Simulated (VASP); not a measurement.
Runs of VASP 6.6.1 on SnO2. The structure is that of space group R-3m (No. 166), or close to it. The cells are those of the table. 

```tsv
cell	gap on the mesh (eV)	pressure (GPa)	largest force (eV/Å)
a = 5.000 Å, angles 33.6°, 3 atoms	(c)	41.0	0.21
a = 3.240 Å, 3 atoms	5.38	190.7	40.66
a = 3.466 Å, angles 67.3°, 3 atoms	0.45	(b)	1.13
a = 3.265 Å, angles 82.7°, 3 atoms	(a)	90.7	16.66
```

Alike in all rows: task single point; level PBE; potentials or basis VASP PAW PBE potentials, release 64 (Sn_d, O); no spin polarisation; k mesh 18 × 18 × 18; cutoff (eV) 520; smearing gaussian 0.15 eV.

**Question.** Estimate the missing entries.

**Answer.** (a) 3.68; (b) 6.8; (c) 3.13.

Caveats: the cell stands under pressure; spin-orbit coupling is left out, which moves the levels of the heavy elements; forces of over 1 eV/Å act on the atoms, so gaps and moduli don't describe the material at rest (at least some runs); atoms lie so close that the PAW spheres overlap strongly, which falsifies energies and pressures (at least some runs); semilocal functionals underestimate gaps, and a narrow one can read as zero (at least some runs).

A k mesh can miss the band edges, and the runs leave out spin-orbit coupling on Sn.
